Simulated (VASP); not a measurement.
# BeSnAs4 (F-43m) in VASP: a series of runs

The runs below take BeSnAs4 through single point, relaxation of cell and atoms, with PBE.

Program: VASP 6.6.1. These are calculated values, not measurements. Logs are shortened: lines on timing, memory, paths and dates and some standing lists are left out, and cuts for length are marked.

## 1. The cell of the first run

It takes space group F-43m (No. 216, cubic). The conventional cell has a = 7.954 Å, b = 7.954 Å, c = 7.954 Å, α = 90.00°, β = 90.00°, γ = 90.00°. Within 4.3 Å of Be (site symmetry -43m) lie 12 As at 3.30 Å and 4 Sn at 3.44 Å. Sn (site symmetry -43m) has 12 As at 3.30 Å and 4 Be at 3.44 Å within 4.3 Å. Within 3.7 Å of As (site symmetry 3m) lie 6 As at 2.80 to 2.82 Å and 3 Be at 3.30 Å and 3 Sn at 3.30 Å.

## 2. Single point, PBE

INCAR

```
SYSTEM = BeSnAs4
PREC = Accurate ; ENCUT = 520
EDIFF = 1E-7 ; ISMEAR = 0
SIGMA = 0.1 ; LREAL = .FALSE.
LASPH = .TRUE. ; NELM = 100
ALGO = Normal ; ISIF = 2
LWAVE = .FALSE. ; LCHARG = .FALSE.
GGA = PE ; NBANDS = 27
```

KPOINTS

```
Automatic mesh
0
G
  8 8 8
  0 0 0
```

POSCAR

```
BeSnAs4
1.0
    0.0000000000      3.9771611760      3.9771611760
    3.9771611760      0.0000000000      3.9771611760
    3.9771611760      3.9771611760      0.0000000000
Be Sn As
1 1 4
Direct
    0.7500000000      0.7500000000      0.7500000000
    0.0000000000      0.0000000000      0.0000000000
    0.3754738513      0.3754738513      0.3754738513
    0.3754738513      0.8735784462      0.3754738513
    0.3754738513      0.3754738513      0.8735784462
    0.8735784462      0.3754738513      0.3754738513
```

Potentials or basis: VASP PAW PBE potentials, release 64 (Be, Sn_d, As).

Launch:

```console
cat potpaw_PBE.64/Be/POTCAR potpaw_PBE.64/Sn_d/POTCAR potpaw_PBE.64/As/POTCAR > POTCAR
mpirun -np 1 vasp_std > vasp.out
```

OUTCAR:

```text
SYSTEM = BeSnAs4
   PREC = Accurate
   ENCUT = 520
   EDIFF = 1E-7
   ISMEAR = 0
   LREAL = .FALSE.
   LASPH = .TRUE.
   NELM = 100
   ISIF = 2
   GGA = PE

 ion  position               nearest neighbor table
   1  0.750  0.750  0.750-
   2  0.000  0.000  0.000-   6 3.30   4 3.30   5 3.30   4 3.30   6 3.30   5 3.30   3 3.30   3 3.30
                             3 3.30   5 3.30   6 3.30   4 3.30
   3  0.375  0.375  0.375-   4 2.80   5 2.80   6 2.80   5 2.82   4 2.82   6 2.82   2 3.30   2 3.30
                             2 3.30
   4  0.375  0.874  0.375-   3 2.80   5 2.80   6 2.80   5 2.82   3 2.82   6 2.82   2 3.30   2 3.30
                             2 3.30
   5  0.375  0.375  0.874-   3 2.80   4 2.80   6 2.80   3 2.82   4 2.82   6 2.82   2 3.30   2 3.30
                             2 3.30
   6  0.874  0.375  0.375-   3 2.80   4 2.80   5 2.80   3 2.82   5 2.82   4 2.82   2 3.30   2 3.30
                             2 3.30

  LATTYP: Found a face centered cubic cell.
 ALAT       =     7.9543223520

  Lattice vectors:

 A1 = (   0.0000000000,   3.9771611760,   3.9771611760)
 A2 = (   3.9771611760,   0.0000000000,   3.9771611760)
 A3 = (   3.9771611760,   3.9771611760,   0.0000000000)

Analysis of symmetry for initial positions (statically):
=====================================================================
 Subroutine PRICEL returns:
 Original cell was already a primitive cell.

 Routine SETGRP: Setting up the symmetry group for a
 face centered cubic supercell.

 Subroutine GETGRP returns: Found 24 space group operations
 (whereof 24 operations were pure point group operations)
 out of a pool of 48 trial point group operations.

The static configuration has the point symmetry T_d .

Analysis of symmetry for dynamics (positions and initial velocities):
=====================================================================
 Subroutine PRICEL returns:
 Original cell was already a primitive cell.

 Routine SETGRP: Setting up the symmetry group for a
 face centered cubic supercell.

 Subroutine GETGRP returns: Found 24 space group operations
 (whereof 24 operations were pure point group operations)
 out of a pool of 48 trial point group operations.

The dynamic configuration has the point symmetry T_d .

 Subroutine INISYM returns: Found 24 space group operations
 (whereof 24 operations are pure point group operations),
 and found     1 'primitive' translations

----------------------------------------------------------------------------------------

                                     Primitive cell

  volume of cell :     125.8200

  direct lattice vectors                    reciprocal lattice vectors
     0.000000000  3.977161176  3.977161176    -0.125717812  0.125717812  0.125717812
     3.977161176  0.000000000  3.977161176     0.125717812 -0.125717812  0.125717812
     3.977161176  3.977161176  0.000000000     0.125717812  0.125717812 -0.125717812

  length of vectors
     5.624555275  5.624555275  5.624555275     0.217749637  0.217749637  0.217749637

  position of ions in fractional coordinates (direct lattice)
     0.750000000  0.750000000  0.750000000
     0.000000000  0.000000000  0.000000000
     0.375473851  0.375473851  0.375473851
     0.375473851  0.873578446  0.375473851
     0.375473851  0.375473851  0.873578446
     0.873578446  0.375473851  0.375473851

  ion indices of the primitive-cell ions
   primitive index   ion index
                 1           1
                 2           2
                 3           3
                 4           4
                 5           5
                 6           6

----------------------------------------------------------------------------------------

 KPOINTS: Automatic mesh

Automatic generation of k-mesh.
 Grid dimensions read from file:
 generate k-points for:    8    8    8

 Generating k-lattice:

  Cartesian coordinates                     Fractional coordinates (reciprocal lattice)
    -0.015714726  0.015714726  0.015714726     0.125000000  0.000000000  0.000000000
     0.015714726 -0.015714726  0.015714726     0.000000000  0.125000000  0.000000000
     0.015714726  0.015714726 -0.015714726     0.000000000  0.000000000  0.125000000

  Length of vectors
     0.027218705  0.027218705  0.027218705

  Shift w.r.t. Gamma in fractional coordinates (k-lattice)
     0.000000000  0.000000000  0.000000000

 Subroutine IBZKPT returns following result:
 ===========================================

 Found     29 irreducible k-points:

 Following reciprocal coordinates:
            Coordinates               Weight
  0.000000  0.000000  0.000000      1.000000
  0.125000  0.000000  0.000000      8.000000
  0.250000  0.000000  0.000000      8.000000
  0.375000  0.000000  0.000000      8.000000
  0.500000  0.000000  0.000000      4.000000
  0.125000  0.125000  0.000000      6.000000
[... 16 lines left out ...]
  0.500000  0.250000  0.125000     48.000000
 -0.375000  0.250000  0.125000     24.000000
[... 76 lines left out ...]
  band No.  band energies     occupation
      1     -15.8311      2.00000
      2     -15.8311      2.00000
      3     -15.8311      2.00000
      4     -15.8311      2.00000
      5     -15.8311      2.00000
      6      -8.5050      2.00000
[... 19 lines left out ...]
     26       9.6534      0.00000
     27      13.2031      0.00000

 k-point     2 :       0.1250    0.0000    0.0000
  band No.  band energies     occupation
      1     -15.8313      2.00000
      2     -15.8313      2.00000
      3     -15.8311      2.00000
      4     -15.8309      2.00000
      5     -15.8309      2.00000
      6      -8.4209      2.00000
[... 19 lines left out ...]
     26       9.6837      0.00000
     27      12.5592      0.00000

 k-point     3 :       0.2500    0.0000    0.0000
  band No.  band energies     occupation
      1     -15.8314      2.00000
      2     -15.8314      2.00000
      3     -15.8311      2.00000
      4     -15.8305      2.00000
      5     -15.8305      2.00000
      6      -8.1802      2.00000
[... 19 lines left out ...]
     26       9.8851      0.00000
     27      11.0529      0.00000

 k-point     4 :       0.3750    0.0000    0.0000
  band No.  band energies     occupation
      1     -15.8316      2.00000
      2     -15.8316      2.00000
      3     -15.8311      2.00000
      4     -15.8301      2.00000
      5     -15.8301      2.00000
      6      -7.8410      2.00000
[... 19 lines left out ...]
     26      10.1782      0.00000
     27      10.1782      0.00000

 k-point     5 :       0.5000    0.0000    0.0000
  band No.  band energies     occupation
      1     -15.8317      2.00000
      2     -15.8317      2.00000
      3     -15.8311      2.00000
      4     -15.8300      2.00000
      5     -15.8300      2.00000
      6      -7.6318      2.00000
[... 19 lines left out ...]
     26      10.5137      0.00000
     27      10.5180      0.00000

 k-point     6 :       0.1250    0.1250    0.0000
  band No.  band energies     occupation
      1     -15.8314      2.00000
      2     -15.8311      2.00000
      3     -15.8311      2.00000
      4     -15.8309      2.00000
      5     -15.8309      2.00000
      6      -8.3921      2.00000
[... 444 lines left out ...]
      1     -15.8326      2.00000
      2     -15.8320      2.00000
      3     -15.8305      2.00000
      4     -15.8296      2.00000
      5     -15.8296      2.00000
      6      -6.8222      2.00000
[... 19 lines left out ...]
     26       9.0007      0.00000
     27       9.0007      0.00000

 k-point    22 :       0.3750    0.2500    0.1250
  band No.  band energies     occupation
      1     -15.8318      2.00000
      2     -15.8313      2.00000
      3     -15.8311      2.00000
      4     -15.8304      2.00000
      5     -15.8302      2.00000
      6      -7.9628      2.00000
[... 19 lines left out ...]
     26       9.3645      0.00000
     27      10.2285      0.00000

 k-point    23 :       0.5000    0.2500    0.1250
  band No.  band energies     occupation
      1     -15.8319      2.00000
      2     -15.8313      2.00000
      3     -15.8312      2.00000
      4     -15.8302      2.00000
      5     -15.8300      2.00000
      6      -7.6205      2.00000
[... 19 lines left out ...]
     26       9.6458      0.00000
     27       9.7162      0.00000

 k-point    24 :      -0.3750    0.2500    0.1250
  band No.  band energies     occupation
      1     -15.8319      2.00000
      2     -15.8314      2.00000
      3     -15.8311      2.00000
      4     -15.8301      2.00000
      5     -15.8299      2.00000
      6      -7.3980      2.00000
[... 19 lines left out ...]
     26       9.9566      0.00000
     27      10.0268      0.00000

 [... further k-points ...]

------------------------ aborting loop because EDIFF is reached ----------------------------------------

  FORCE on cell =-STRESS in cart. coord.  units (eV):
  Direction    XX          YY          ZZ          XY          YZ          ZX
  --------------------------------------------------------------------------------------
  -------------------------------------------------------------------------------------
  Total        0.0335108      0.0335108      0.0335108     -0.0000000      0.0000000      0.0000000
  in kB        0.4267224      0.4267224      0.4267224     -0.0000000      0.0000000      0.0000000
  external PRESSURE =       0.4267224 kB  Pullay stress =       0.0000000 kB

 VOLUME and BASIS-vectors are now :
 -----------------------------------------------------------------------------
  energy-cutoff  :      520.00
  volume of cell :      125.82
      direct lattice vectors                 reciprocal lattice vectors
     0.000000000  3.977161176  3.977161176    -0.125717812  0.125717812  0.125717812
     3.977161176  0.000000000  3.977161176     0.125717812 -0.125717812  0.125717812
     3.977161176  3.977161176  0.000000000     0.125717812  0.125717812 -0.125717812

 POSITION                                       TOTAL-FORCE (eV/Angst)
 -----------------------------------------------------------------------------------
      5.96574      5.96574      5.96574         0.000000     -0.000000      0.000000
      0.00000      0.00000      0.00000        -0.000000     -0.000000      0.000000
      2.98664      2.98664      2.98664         0.006193      0.006193      0.006193
      4.96768      2.98664      4.96768        -0.006193      0.006193     -0.006193
      4.96768      4.96768      2.98664        -0.006193     -0.006193      0.006193
      2.98664      4.96768      4.96768         0.006193     -0.006193     -0.006193
 -----------------------------------------------------------------------------------
    total drift:                               -0.000000     -0.000000     -0.000000

  FREE ENERGIE OF THE ION-ELECTRON SYSTEM (eV)
  ---------------------------------------------------
  free  energy   TOTEN  =       -22.3407888528 eV

  energy  without entropy=      -22.3236971689  energy(sigma->0) =      -22.33224301
```

It took 1.7 min on 1 thread of Intel Xeon Platinum 8259CL at 2.50GHz (Skylake/Cascade Lake), shared host; peak memory 0.31 GiB.

Results:

```
Free energy            : -22.3408 eV
Pressure               : 0.0 GPa
Largest force          : 0.011 eV/Å
Band gap on the k mesh : zero (band 18 reaches 6.66 eV, above the bottom of band 19 at 4.75 eV)
```

Forces on the atoms (eV/Å):
```
Be   0.000  0.000  0.000
Sn   0.000  0.000  0.000
As   0.006  0.006  0.006
As  -0.006  0.006 -0.006
As  -0.006 -0.006  0.006
As   0.006 -0.006 -0.006
```

Caveat: spin-orbit coupling is left out, which moves the levels of the heavy elements.

## 3. Relaxation of cell and atoms, PBE

This run uses another cell than the first one, of 20.50 Å³/atom, 0.978 times its volume.

INCAR

```
PREC = Accurate ; ENCUT = 600
EDIFF = 1E-6 ; ISMEAR = 0
SIGMA = 0.1 ; LREAL = False
LASPH = True ; NELM = 100
ALGO = Normal ; ISIF = 3
LWAVE = False ; LCHARG = False
GGA = PE ; IBRION = 2
NSW = 100 ; EDIFFG = -0.01
```

KPOINTS

```
regular mesh
0
Gamma
  8 8 8
```

POSCAR

```
BeSnAs4
1.0
    0.0000000000      3.9472788182      3.9472788182
    3.9472788182      0.0000000000      3.9472788182
    3.9472788182      3.9472788182      0.0000000000
Be Sn As
1 1 4
Direct
    0.7500000000      0.7500000000      0.7500000000
    0.0000000000      0.0000000000      0.0000000000
    0.3753217909      0.3753217909      0.3753217909
    0.3753217909      0.8740346272      0.3753217909
    0.3753217909      0.3753217909      0.8740346272
    0.8740346272      0.3753217909      0.3753217909
```

Potentials or basis: VASP PAW PBE potentials, release 64 (Be, Sn_d, As).

Launch:

```console
cat potpaw_PBE.64/Be/POTCAR potpaw_PBE.64/Sn_d/POTCAR potpaw_PBE.64/As/POTCAR > POTCAR
mpirun -np 1 vasp_std > vasp.out
```

Wall time 5.5 min (1 thread of Intel Xeon Platinum 8259CL at 2.50GHz (Skylake/Cascade Lake), shared host); peak memory 0.4 GiB.

Results (log left out):

| Quantity | Value |
| --- | --- |
| Free energy | -22.3408 eV |
| Relaxed volume | 20.97 Å³/atom |
| Relaxed cell | a = 5.625 Å, b = 5.625 Å, c = 5.625 Å, α = 60.00°, β = 60.00°, γ = 60.00° |
| Space group after relaxing (to 0.05 Å) | F-43m (No. 216) |
| Energy gained by relaxing | 2.3 meV/atom |
| Ionic steps | 6 |
| Pressure after relaxing | 0.1 GPa |
| Largest force after relaxing | 0.010 eV/Å |
| Band gap on the k mesh | zero (band 18 reaches 6.66 eV, above the bottom of band 19 at 4.75 eV) |

Forces on the atoms (eV/Å):
```
Be   0.000  0.000  0.000
Sn   0.000  0.000  0.000
As   0.006  0.006  0.006
As  -0.006  0.006 -0.006
As  -0.006 -0.006  0.006
As   0.006 -0.006 -0.006
```

Step by step:
```csv
step,energy change (eV),largest force (eV/Å),pressure (GPa),volume (Å³)
1,0.0000,0.0191,1.54,123.01
2,-0.0132,0.0170,-0.31,126.55
3,-0.0138,0.0169,0.00,125.92
4,-0.0138,0.0169,-0.04,125.98
5,-0.0139,0.0132,0.01,125.90
6,-0.0139,0.0098,0.05,125.83
```

Final structure:
```cif
data_structure
_symmetry_space_group_name_H-M 'P 1'
_symmetry_Int_Tables_number 1
_cell_length_a 5.6247
_cell_length_b 5.6247
_cell_length_c 5.6247
_cell_angle_alpha 60.000
_cell_angle_beta 60.000
_cell_angle_gamma 60.000
_cell_volume 125.83
loop_
_atom_site_label
_atom_site_type_symbol
_atom_site_fract_x
_atom_site_fract_y
_atom_site_fract_z
_atom_site_occupancy
Be1 Be 0.75000 0.75000 0.75000 1
Sn1 Sn 0.00000 0.00000 0.00000 1
As1 As 0.37549 0.37549 0.37549 1
As2 As 0.37549 0.87353 0.37549 1
As3 As 0.37549 0.37549 0.87353 1
As4 As 0.87353 0.37549 0.37549 1
```

Levels at points of the mesh, in eV from the Fermi level:
| k point | band 16 | band 17 | band 18 | band 19 | band 20 | band 21 |
| --- | --- | --- | --- | --- | --- | --- |
| (0.00, 0.00, 0.00) | -2.94 | -0.91 | -0.67 | -0.67 | -0.67 | 3.52 |
| (0.50, 0.00, 0.00) | -1.76 | -1.23 | -1.19 | -1.19 | 0.88 | 1.73 |
| (0.50, 0.50, 0.00) | -1.10 | -1.10 | -0.86 | -0.74 | 0.03 | 1.41 |

Caveat: spin-orbit coupling is left out, which moves the levels of the heavy elements.

## 4. Single point, PBE

This run uses another cell than the first one, of 23.82 Å³/atom, 1.136 times its volume.

INCAR

```
SYSTEM = BeSnAs4
ALGO = Normal
EDIFF = 1E-6
ENCUT = 520
GGA = PE
ISIF = 2
ISMEAR = 0
LASPH = .True.
LCHARG = .False.
LREAL = .False.
LWAVE = .False.
NBANDS = 27
NELM = 100
PREC = Accurate
SIGMA = 0.1
```

KPOINTS

```
k-points
0
Gamma
  4 4 4
  0 0 0
```

POSCAR

```
BeSnAs4
1.0
    0.0000000000      4.1495703900      4.1495703900
    4.1495703900      0.0000000000      4.1495703900
    4.1495703900      4.1495703900      0.0000000000
Be Sn As
1 1 4
Direct
    0.2500000000      0.2500000000      0.2500000000
    0.0000000000      0.0000000000      0.0000000000
    0.6252736500      0.6252736500      0.1241790400
    0.6252736500      0.6252736500      0.6252736500
    0.1241790400      0.6252736500      0.6252736500
    0.6252736500      0.1241790400      0.6252736500
```

Launch:

```console
cat potpaw_PBE.64/Be/POTCAR potpaw_PBE.64/Sn_d/POTCAR potpaw_PBE.64/As/POTCAR > POTCAR
mpirun -np 1 vasp_std > vasp.out
```

It took 41 s on 1 thread of Intel Xeon Platinum 8259CL at 2.50GHz (Skylake/Cascade Lake), shared host; peak memory 0.32 GiB.

Results (log left out):

```yaml
Free_energy: -22.5275 eV
Pressure: -7.2 GPa
Largest_force: 0.042 eV/Å
Band_gap_on_the_k_mesh: zero (band 18 reaches 5.42 eV, above the bottom of band 19 at 3.76 eV)
```

Forces in eV/Å, atoms in the order of the input:
```
Be   0.000  0.000  0.000
Sn   0.000  0.000  0.000
As   0.024  0.024 -0.024
As  -0.024 -0.024 -0.024
As  -0.024  0.024  0.024
As   0.024 -0.024  0.024
```

Levels at points of the mesh, in eV from the Fermi level:
```
           k point  band 16  band 17  band 18  band 19  band 20  band 21
(0.00, 0.00, 0.00)    -2.46    -1.08    -0.40    -0.40    -0.40     3.09
(0.50, 0.00, 0.00)    -1.49    -0.90    -0.90    -0.90     0.63     1.44
(0.50, 0.50, 0.00)    -0.77    -0.77    -0.57    -0.54    -0.09     1.08
```

Caveat: spin-orbit coupling is left out, which moves the levels of the heavy elements.

## 5. Overview

```tsv
task	cell	k mesh	cutoff (eV)	gap on the mesh (eV)	pressure (GPa)	largest force (eV/Å)
single point	a = 5.625 Å, angles 60.0°, 6 atoms	8 × 8 × 8	520	none	0.0	0.01
relaxation of cell and atoms	relaxed from a = 5.582 Å, angles 60.0°, 6 atoms	8 × 8 × 8	600	none	0.1	0.01
single point	a = 5.868 Å, angles 60.0°, 6 atoms	4 × 4 × 4	520	none	-7.2	0.04
```

Alike in all rows: level PBE; potentials or basis VASP PAW PBE potentials, release 64 (Be, Sn_d, As); no spin polarisation; smearing gaussian 0.1 eV.

Caveats: spin-orbit coupling is left out, which moves the levels of the heavy elements.

Total energies depend on the potentials used, so only differences within one code and one set of settings carry meaning.
